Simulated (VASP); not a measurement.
# Zn (P6_3/mmc) in VASP: further runs

The runs below take Zn through single point, with PBEsol.

Everything below comes from runs of VASP 6.6.1. Logs are shortened: lines on timing, memory, paths and dates and some standing lists are left out, and cuts for length are marked.

### Step 1. The cell of the first run

Symmetry: P6_3/mmc, No. 194, hexagonal system. The conventional cell has a = 2.452 Å, b = 2.452 Å, c = 4.947 Å, α = 90.00°, β = 90.00°, γ = 120.00°. Within 3.2 Å of Zn (site symmetry -6m2) lie 12 Zn at 2.45 to 2.85 Å.

### Step 2. Single point, PBEsol (strain -0.080 along x and y, +0.000 along z)

Input file INCAR:

```
SYSTEM = Zn
ALGO = Fast ; EDIFF = 1E-6
ENCUT = 520 ; GGA = PS
ISIF = 2 ; ISMEAR = 0
LASPH = .TRUE. ; LCHARG = .FALSE.
LREAL = .FALSE. ; LWAVE = .FALSE.
NBANDS = 19 ; NELM = 80
PREC = Accurate ; SIGMA = 0.15
```

Input file KPOINTS:

```
k-points
0
G
  24 24 10
  0 0 0
```

Input file POSCAR:

```
Zn
1.0
    2.4516142089      0.0000000000      0.0000000000
   -1.2258071045      2.1231601852      0.0000000000
    0.0000000000      0.0000000000      4.9467000000
Zn
2
Direct
    0.3333333333      0.6666666667      0.2500000000
    0.6666666667      0.3333333333      0.7500000000
```

Potentials or basis: VASP PAW PBE potentials, release 64 (Zn).

Started as:

```
> cat potpaw_PBE.64/Zn/POTCAR > POTCAR
> mpirun -np 1 vasp_std > vasp.out
```

OUTCAR:

```text
SYSTEM = Zn
   EDIFF = 1E-6
   ENCUT = 520
   GGA = PS
   ISIF = 2
   ISMEAR = 0
   LASPH = .TRUE.
   LREAL = .FALSE.
   NELM = 80
   PREC = Accurate

 ion  position               nearest neighbor table
   1  0.333  0.667  0.250-   2 2.85   2 2.85   2 2.85   2 2.85   2 2.85   2 2.85
   2  0.667  0.333  0.750-   1 2.85   1 2.85   1 2.85   1 2.85   1 2.85   1 2.85

  LATTYP: Found a hexagonal cell.
 ALAT       =     2.4516142089
 C/A-ratio  =     2.0177318201

  Lattice vectors:

 A1 = (   2.4516142089,   0.0000000000,   0.0000000000)
 A2 = (  -1.2258071045,   2.1231601852,   0.0000000000)
 A3 = (   0.0000000000,   0.0000000000,   4.9467000000)

Analysis of symmetry for initial positions (statically):
=====================================================================
 Subroutine PRICEL returns:
 Original cell was already a primitive cell.

 Routine SETGRP: Setting up the symmetry group for a
 hexagonal supercell.

 Subroutine GETGRP returns: Found 24 space group operations
 (whereof 12 operations were pure point group operations)
 out of a pool of 24 trial point group operations.

The static configuration has the point symmetry D_3d.
 The point group associated with its full space group is D_6h.

Analysis of symmetry for dynamics (positions and initial velocities):
=====================================================================
 Subroutine PRICEL returns:
 Original cell was already a primitive cell.

 Routine SETGRP: Setting up the symmetry group for a
 hexagonal supercell.

 Subroutine GETGRP returns: Found 24 space group operations
 (whereof 12 operations were pure point group operations)
 out of a pool of 24 trial point group operations.

The dynamic configuration has the point symmetry D_3d.
 The point group associated with its full space group is D_6h.

 Subroutine INISYM returns: Found 24 space group operations
 (whereof 12 operations are pure point group operations),
 and found     1 'primitive' translations

----------------------------------------------------------------------------------------

                                     Primitive cell

  volume of cell :      25.7484

  direct lattice vectors                    reciprocal lattice vectors
     2.451614209  0.000000000  0.000000000     0.407894520  0.235498011  0.000000000
    -1.225807105  2.123160185  0.000000000     0.000000000  0.470996021  0.000000000
     0.000000000  0.000000000  4.946700000     0.000000000  0.000000000  0.202154972

  length of vectors
     2.451614209  2.451614209  4.946700000     0.470996021  0.470996021  0.202154972

  position of ions in fractional coordinates (direct lattice)
     0.333333333  0.666666667  0.250000000
     0.666666667  0.333333333  0.750000000

  ion indices of the primitive-cell ions
   primitive index   ion index
                 1           1
                 2           2

----------------------------------------------------------------------------------------

 KPOINTS: k-points

Automatic generation of k-mesh.
 Grid dimensions read from file:
 generate k-points for:   24   24   10

 Generating k-lattice:

  Cartesian coordinates                     Fractional coordinates (reciprocal lattice)
     0.016995605  0.009812417  0.000000000     0.041666667  0.000000000  0.000000000
     0.000000000  0.019624834  0.000000000     0.000000000  0.041666667  0.000000000
     0.000000000  0.000000000  0.020215497     0.000000000  0.000000000  0.100000000

  Length of vectors
     0.019624834  0.019624834  0.020215497

  Shift w.r.t. Gamma in fractional coordinates (k-lattice)
     0.000000000  0.000000000  0.000000000

 Subroutine IBZKPT returns following result:
 ===========================================

 Found    366 irreducible k-points:

 Following reciprocal coordinates:
            Coordinates               Weight
  0.000000  0.000000  0.000000      1.000000
  0.041667  0.000000  0.000000      6.000000
  0.083333  0.000000  0.000000      6.000000
  0.125000  0.000000  0.000000      6.000000
  0.166667  0.000000  0.000000      6.000000
  0.208333  0.000000  0.000000      6.000000
[... 16 lines left out ...]
  0.416667  0.041667  0.000000     12.000000
  0.458333  0.041667  0.000000     12.000000
 [... further k-points ...]
   k-points           NKPTS =    366   k-points in BZ     NKDIM =    366   number of bands    NBANDS=     19
   number of dos      NEDOS =    301   number of ions     NIONS =      2
   total plane-waves  NPLWV =  12960
   dimension x,y,z NGX =    18 NGY =   18 NGZ =   40
   dimension x,y,z NGXF=    36 NGYF=   36 NGZF=   80
   ions per type =               2
   NGX,Y,Z   is equivalent  to a cutoff of  12.21, 12.21, 13.44 a.u.
   NGXF,Y,Z  is equivalent  to a cutoff of  24.41, 24.41, 26.89 a.u.
 SYSTEM =  Zn
   PREC   = accura    normal or accurate (medium, high low for compatibility)
   ISTART =      0    job   : 0-new  1-cont  2-samecut
   ICHARG =      2    charge: 1-file 2-atom 10-const
   ISPIN  =      1    spin polarized calculation?
   LNONCOLLINEAR =      F non collinear calculations
   LSORBIT =      F    spin-orbit coupling
   LASPH  =      T    aspherical Exc in radial PAW
   ENCUT  =  520.0 eV  38.22 Ry    6.18 a.u.   4.56  4.56  9.20*2*pi/ulx,y,z
   NELM   =     80;   NELMIN=  2; NELMDL= -5     # of ELM steps
   EDIFF  = 0.1E-05   stopping-criterion for ELM
   LREAL  =      F    real-space projection
   EDIFFG = 0.1E-04   stopping-criterion for IOM
   NSW    =      0    number of steps for IOM
   IBRION =     -1    ionic relax: 0-MD 1-quasi-New 2-CG
   NFREE  =      0    steps in history (QN), initial steepest desc. (CG)
   ISIF   =      2    stress and relaxation
   ISYM   =      2    0-nonsym 1-usesym 2-fastsym
   POTIM  = 0.5000    time-step for ionic-motion
   TEBEG  =    0.0;   TEEND  =   0.0 temperature during run
   PSTRESS=    0.0 pullay stress
   NELECT =      24.0000    total number of electrons
   NUPDOWN=      -1.0000    fix difference up-down
   EMIN   =  10.00;   EMAX   =-10.00  energy-range for DOS
   EFERMI =   0.00;   METHOD = LEGACY
   ISMEAR =     0;   SIGMA  =   0.15  broadening in eV -4-tet -1-fermi 0-gaus
   EFERMI_NEDOS =   21; number of points for ismear=-14 and -15
   IALGO  =     68    algorithm
   IMIX   =      4    mixing-type and parameters
     AMIX     =   0.40;   BMIX     =  1.00
     AMIX_MAG =   1.60;   BMIX_MAG =  1.00
  volume/ion in A,a.u.               =      12.87        86.88
  Fermi-wavevector in a.u.,A,eV,Ry     =   1.599172  3.021996 34.794860  2.557350
  Thomas-Fermi vector in A             =   2.696506
   LORBIT       =      0    0 simple, 1 ext, 2 COOP (PROOUT), +10 PAW based schemes
   GGA     = PS    functional components
   LHFCALC =     F    Hartree Fock is set to
   AEXX    =    0.0000 exact exchange contribution
   IVDW    =     0    specifies the selected vdW correction
   LEPSILON=     F    determine dielectric tensor
   LRPA    =     F    only Hartree local field effects (RPA)
 non-spin polarized calculation
 RMM-DIIS sequential band-by-band and
 Gauss-broadening in eV      SIGMA  =   0.15
  energy-cutoff  :      520.00
  volume of cell :       25.75
 maximum number of plane-waves:       710
   NGX =  9   NGY =  9   NGZ = 19

 number of electron      24.0000045 magnetization

 Free energy of the ion-electron system (eV)
  ---------------------------------------------------
  ext. energy  EPLUGINS =         0.00000000
  ---------------------------------------------------
  free energy    TOTEN  =        -2.98490660 eV

  energy without entropy =       -2.98026651  energy(sigma->0) =       -2.98258656

 E-fermi :   4.0321     XC(G=0): -12.5823

 val. band max:        4.0062545069   @ k =   0.3750   0.1667   0.1000
 cond. band min:       4.0364433200   @ k =   0.3750   0.1667   0.0000
 fundamental gap:      0.0301888132
 Fermi energy:         4.0321437025

 k-point     1 :       0.0000    0.0000    0.0000
  band No.  band energies     occupation
      1      -7.6494      2.00000
      2      -5.5223      2.00000
      3      -4.4473      2.00000
      4      -4.0087      2.00000
      5      -4.0087      2.00000
      6      -3.9629      2.00000
[... 11 lines left out ...]
     18      26.0871      0.00000
     19      27.3954      0.00000

 k-point     2 :       0.0417    0.0000    0.0000
  band No.  band energies     occupation
      1      -7.5874      2.00000
      2      -5.4855      2.00000
      3      -4.4363      2.00000
      4      -4.0195      2.00000
      5      -3.9903      2.00000
      6      -3.9732      2.00000
[... 11 lines left out ...]
     18      25.6817      0.00000
     19      27.8595      0.00000

 k-point     3 :       0.0833    0.0000    0.0000
  band No.  band energies     occupation
      1      -7.4028      2.00000
      2      -5.3796      2.00000
      3      -4.4053      2.00000
      4      -4.0492      2.00000
      5      -4.0007      2.00000
      6      -3.9361      2.00000
[... 11 lines left out ...]
     18      24.9598      0.00000
     19      27.5693      0.00000

 k-point     4 :       0.1250    0.0000    0.0000
  band No.  band energies     occupation
      1      -7.1002      2.00000
      2      -5.2197      2.00000
      3      -4.3612      2.00000
      4      -4.0909      2.00000
      5      -4.0310      2.00000
      6      -3.8488      2.00000
[... 11 lines left out ...]
     18      24.0427      0.00000
     19      25.8042      0.00000

 k-point     5 :       0.1667    0.0000    0.0000
  band No.  band energies     occupation
      1      -6.6902      2.00000
      2      -5.0367      2.00000
      3      -4.3187      2.00000
      4      -4.1357      2.00000
      5      -4.0274      2.00000
      6      -3.8528      2.00000
[... 11 lines left out ...]
     18      22.8526      0.00000
     19      23.5971      0.00000
[... 334 lines left out ...]
      2      -4.9182      2.00000
      3      -4.5483      2.00000
      4      -3.9820      2.00000
      5      -3.9500      2.00000
      6      -3.6400      2.00000
[... 11 lines left out ...]
     18      21.7911      0.00000
     19      22.2534      0.00000

 k-point    22 :       0.3750    0.0417    0.0000
  band No.  band energies     occupation
      1      -5.0652      2.00000
      2      -4.9730      2.00000
      3      -4.6220      2.00000
      4      -4.0532      2.00000
      5      -3.8532      2.00000
      6      -3.6301      2.00000
[... 11 lines left out ...]
     18      21.9632      0.00000
     19      22.4978      0.00000

 k-point    23 :       0.4167    0.0417    0.0000
  band No.  band energies     occupation
      1      -5.0910      2.00000
      2      -5.0120      2.00000
      3      -4.6697      2.00000
      4      -4.1037      2.00000
      5      -3.7860      2.00000
      6      -3.6501      2.00000
[... 11 lines left out ...]
     18      21.6975      0.00000
     19      22.3621      0.00000

 k-point    24 :       0.4583    0.0417    0.0000
  band No.  band energies     occupation
      1      -5.1086      2.00000
      2      -5.0323      2.00000
      3      -4.6930      2.00000
      4      -4.1299      2.00000
      5      -3.7513      2.00000
      6      -3.6604      2.00000
[... 11 lines left out ...]
     18      21.5528      0.00000
     19      22.2966      0.00000

 [... further k-points ...]
[... 5 lines left out ...]
  --------------------------------------------------------------------------------------
  -------------------------------------------------------------------------------------
  Total        3.6262285      3.6262285      0.9370819     -0.0000000     -0.0000000      0.0000000
  in kB      225.6395840    225.6395840     58.3092755     -0.0000000     -0.0000000      0.0000000
  external PRESSURE =     169.8628145 kB  Pullay stress =       0.0000000 kB

 VOLUME and BASIS-vectors are now :
 -----------------------------------------------------------------------------
  energy-cutoff  :      520.00
  volume of cell :       25.75
      direct lattice vectors                 reciprocal lattice vectors
     2.451614209  0.000000000  0.000000000     0.407894520  0.235498011  0.000000000
    -1.225807105  2.123160185  0.000000000     0.000000000  0.470996021  0.000000000
     0.000000000  0.000000000  4.946700000     0.000000000  0.000000000  0.202154972

 POSITION                                       TOTAL-FORCE (eV/Angst)
 -----------------------------------------------------------------------------------
     -0.00000      1.41544      1.23667        -0.000000     -0.000000      0.000000
      1.22581      0.70772      3.71002         0.000000      0.000000      0.000000
 -----------------------------------------------------------------------------------
    total drift:                               -0.000000      0.000000      0.000000

  FREE ENERGIE OF THE ION-ELECTRON SYSTEM (eV)
  ---------------------------------------------------
  free  energy   TOTEN  =        -2.9849066046 eV

  energy  without entropy=       -2.9802665116  energy(sigma->0) =       -2.98258656
```

It took 2.2 min on 1 thread of Intel Xeon Platinum 8259CL at 2.50GHz (Skylake/Cascade Lake), shared host; peak memory 0.25 GiB.

Results:

```yaml
Free_energy: -2.9849 eV
Pressure: 17.0 GPa
Band_gap_on_the_k_mesh: zero (band 12 reaches 6.14 eV, above the bottom of band 13 at 0.36 eV)
```

Stress tensor (GPa, compression positive):
```
22.56  0.00  0.00
 0.00 22.56  0.00
 0.00  0.00  5.83
```

Caveat: the cell differs from its parent crystal (strain -0.080 along x and y, +0.000 along z); the PAW data sets were made with another functional, which shifts forces and pressure a little.

(Part 1 of 2 ends here.)
